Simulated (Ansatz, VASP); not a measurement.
**Two plane-wave programs on La**

```
CELL_PARAMETERS angstrom
-2.10958 2.10958 2.10958
2.10958 -2.10958 2.10958
2.10958 2.10958 -2.10958
ATOMIC_POSITIONS crystal
La 0.00000 0.00000 0.00000
```

Alike in both runs: task single point; functional r2SCAN50; k mesh 6 × 6 × 6; occupations gaussian, width 0.025 eV; no spin polarisation.

|  | VASP | Ansatz |
| --- | --- | --- |
| version | VASP 6.6.1 | Ansatz 0.2.0 |
| potentials or method | VASP PAW PBE potentials, release 64 (La) | SSSP precision PAW |
| plane-wave cutoff (eV) | 520 | 544 |
| valence electrons in the cell | 11 | 11 |

Ansatz gave:

| Quantity | Value |
| --- | --- |
| gap on the k mesh at the Fermi level (eV) | none |
| pressure (GPa) | 3.2 |

Task: Which values does VASP return?

Result: gap on the k mesh at the Fermi level (eV): none; pressure (GPa): 2.8.

VASP's potentials were made for PBE, not for r2SCAN50. A gap of «none» marks a metal or a gap that the smearing closes.

Spin-orbit coupling is off throughout. Noted on Ansatz's run: the magnetic or orbital state may not be the lowest.
